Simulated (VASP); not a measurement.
Wanted: the native input for a VASP 6.6.1 run.

```yaml
Task: single point
Functional: r2SCAN
Potentials_or_basis: VASP PAW PBE potentials, release 64 (Gd, N)
Cutoff: 520 eV
k_mesh: 12 × 12 × 12
Occupations: gaussian, width 0.05 eV
Spin: collinear spin, ferromagnetic start
Starting_moments: "[7.61, 0.0] μB"
Dipole_correction: no
Further_INCAR_settings: ALGO = Normal; EDIFF = 1e-07; NBANDS = 22
```

GdN:

```
Gd N
1.0
     0.00000    2.45297    2.45297
     2.45297    0.00000    2.45297
     2.45297    2.45297    0.00000
Gd N
1 1
Cartesian
  0.0000 0.0000 0.0000
  2.4530 2.4530 2.4530
```

These files were run (other wordings do the same):

POSCAR

```
GdN
1.0
    0.0000000000      2.4529728532      2.4529728532
    2.4529728532      0.0000000000      2.4529728532
    2.4529728532      2.4529728532      0.0000000000
Gd N
1 1
Direct
    0.0000000000      0.0000000000      0.0000000000
    0.5000000000      0.5000000000      0.5000000000
```

INCAR.step1

```
SYSTEM = GdN
PREC = Accurate
ENCUT = 520
ISMEAR = 0
SIGMA = 0.05
LREAL = .FALSE.
LASPH = .TRUE.
NELM = 150
ISPIN = 2
MAGMOM = 7.61 0
LMAXMIX = 6
NBANDS = 22
GGA = PE
ALGO = Normal
EDIFF = 1E-4
LWAVE = .TRUE.
LCHARG = .FALSE.
```

INCAR.step2

```
SYSTEM = GdN
PREC = Accurate
ENCUT = 520
EDIFF = 1E-7
ISMEAR = 0
SIGMA = 0.05
LREAL = .FALSE.
LASPH = .TRUE.
NELM = 150
ALGO = Normal
ISIF = 2
LWAVE = .FALSE.
LCHARG = .FALSE.
ISPIN = 2
MAGMOM = 7.61 0
LORBIT = 11
LMAXMIX = 6
METAGGA = R2SCAN
LMIXTAU = .TRUE.
NBANDS = 22
ISTART = 1
```

KPOINTS

```
regular mesh
0
G
  12 12 12
  0 0 0
```

Potentials or basis: VASP PAW PBE potentials, release 64 (Gd, N).

Command:

```sh
$ cat potpaw_PBE.64/Gd/POTCAR potpaw_PBE.64/N/POTCAR > POTCAR
$ cp INCAR.step1 INCAR
$ mpirun -np 1 vasp_std > vasp.out
$ cp INCAR.step2 INCAR
$ mpirun -np 1 vasp_std > vasp.out
```

It gave:

```yaml
Pressure: 7.1 GPa
Band_gap_on_the_k_mesh: zero (filled and empty bands overlap)
Net_moment: 7.00 μB per cell
Site_moments: Gd +6.79; N -0.12 μB
Valence_electrons_inside_the_program's_atomic_spheres: Gd 15.28; N 3.70
```

Caveat: the cell stands under pressure; the PAW data sets were made with another functional, which shifts forces and pressure a little; spin-orbit coupling is left out, which moves the levels of the heavy elements; a cell with one magnetic atom can't hold antiferromagnetic order, which such compounds often take; semilocal functionals describe open f shells poorly, which spoils levels, moments and volumes.

Wall time 5.5 min on 1 thread of Intel(R) Xeon(R) 6975P-C (Granite Rapids), on a shared host, peak memory 0.25 GiB.
